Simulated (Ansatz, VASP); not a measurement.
## Two plane-wave programs on BaHfO3

Contents of INCAR:

```
SYSTEM = BaHfO3
  PREC = Accurate
  ENCUT = 600
  EDIFF = 1E-6
  ISMEAR = 0
  SIGMA = 0.02
  LREAL = .False.
  LASPH = .True.
  NELM = 120
  ALGO = Normal
  ISIF = 2
  LWAVE = .False.
  LCHARG = .False.
  GGA = PE
  NBANDS = 27
  GGA_COMPAT = .False.
```

Contents of KPOINTS:

```
Automatic mesh
0
Gamma
  6 6 6
  0 0 0
```

File POSCAR:

```
BaHfO3
1.0
    4.2066186423      0.0000000000      0.0000000000
    0.0000000000      4.2066186423      0.0000000000
    0.0000000000      0.0000000000      4.2066186423
Ba Hf O
1 1 3
Direct
    0.0000000000      0.0000000000      0.0000000000
    0.5000000000      0.5000000000      0.5000000000
    0.5000000000      0.5000000000      0.0000000000
    0.0000000000      0.5000000000      0.5000000000
    0.5000000000      0.0000000000      0.5000000000
```

Input for Ansatz:

```yaml
crystal:
  lattice:
    - [4.2066186423, 0.0, 0.0]
    - [0.0, 4.2066186423, 0.0]
    - [0.0, 0.0, 4.2066186423]
  atoms:
    - { symbol: Ba, position: [0.0, 0.0, 0.0] }
    - { symbol: Hf, position: [0.5, 0.5, 0.5] }
    - { symbol: O, position: [0.5, 0.5, 0.0] }
    - { symbol: O, position: [0.0, 0.5, 0.5] }
    - { symbol: O, position: [0.5, 0.0, 0.5] }
basis:
  ecutwfc: 420
kpoints:
  mp_grid: { grid: [6, 6, 6] }
  band_path:
    path:
      - [[0.0, 0.0, 0.0], [0.0, 0.5, 0.0], [0.5, 0.5, 0.0], [0.0, 0.0, 0.0], [0.5, 0.5, 0.5], [0.0, 0.5, 0.0]]
      - [[0.5, 0.5, 0.5], [0.5, 0.5, 0.0]]
    npoints: 10
hamiltonian:
  xc: pbe
  pseudopotentials: { kind: paw, azcp: { folder: soft_1 } }
scf:
  occupations: { method: gaussian, width: 0.02 }
  n_extra_bands: 8
output:
  forces: true
  stress: true
  eigenvalues: true
```

Alike in both runs: task single point; functional PBE; k mesh 6 × 6 × 6; occupations gaussian, width 0.02 eV; no spin polarisation.

|  | VASP | Ansatz |
| --- | --- | --- |
| version | VASP 6.6.1 | Ansatz 0.2.0 |
| potentials or method | VASP PAW PBE potentials, release 64 (Ba_sv, Hf_pv, O), cutoff 600 eV | scalar-relativistic, plane waves, PAW |
| valence electrons in the cell | 38 | 54 |

VASP gave:

```
gap on the k mesh at the Fermi level (eV) : 3.54
least direct gap on the mesh (eV)         : 3.78
pressure (GPa)                            : -0.8
```

**Question.** Estimate Ansatz's values.

**Answer.** gap on the k mesh at the Fermi level (eV): 3.62; least direct gap on the mesh (eV): 3.76; pressure (GPa): 0.0.

The functional is the same, so the differences come from potentials, cutoffs and numerics. VASP's potentials hold 38 valence electrons a cell and Ansatz's 54, so a difference there can come from the potentials and not from the codes.

Spin-orbit coupling is off throughout.
